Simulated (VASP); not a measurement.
SnO:

```
Sn O
1.0
     0.00000    2.53697    2.53697
     2.53697    0.00000    2.53697
     2.53697    2.53697    0.00000
Sn O
1 1
Cartesian
  0.0000 0.0000 0.0000
  2.5370 2.5370 2.5370
```

Base run:

```yaml
Program: VASP 6.6.1
Functional: LDA
Potentials_or_basis: VASP PAW LDA potentials, release 64 (Sn_d, O)
Cutoff: 600 eV
k_mesh: 6 × 6 × 6
Occupations: gaussian, width 0.01 eV
Spin: no spin polarisation
```

Its results: band gap on the k mesh 1.03 eV, indirect (least direct gap 1.11 eV); pressure -4.9 GPa.

Problem. The run is repeated on the same cell with these changes: k mesh from 6 × 6 × 6 to 4 × 4 × 4. What comes out?

Solution. Band gap on the k mesh 1.03 eV, indirect (least direct gap 1.33 eV); pressure -5.5 GPa.

Caveats: some runs use coarse meshes; spin-orbit coupling is left out, which moves the levels of the heavy elements.

A k mesh can miss the band edges.
